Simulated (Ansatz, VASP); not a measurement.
One calculation of K, two programs

```xyz
1
Lattice="0.0000 3.0007 3.0007 3.0007 0.0000 3.0007 3.0007 3.0007 0.0000" Properties=species:S:1:pos:R:3 pbc="T T T"
K     0.0000    0.0000    0.0000
```

Change from the starting cell: volume scaled by 0.84, PAW files.

Alike in both runs: task single point; functional LDA; k mesh 12 × 12 × 12; occupations fermi-dirac, width 0.08 eV; no spin polarisation.

|  | VASP | Ansatz |
| --- | --- | --- |
| version | VASP 6.6.1 | Ansatz 0.2.0 |
| potentials or method | VASP PAW LDA potentials, release 64 (K_sv) | PAW with Ansatz's default frozen-core files, scalar-relativistic |
| plane-wave cutoff (eV) | 520 | 420 |
| valence electrons in the cell | 9 | 9 |

|  | VASP | Ansatz | Ansatz less VASP |
| --- | --- | --- | --- |
| pressure (GPa) | 1.1 | 1.1 | +0.01 |

LDA's correlation is that of Perdew and Zunger in VASP and of Perdew and Wang (1992) in Ansatz.
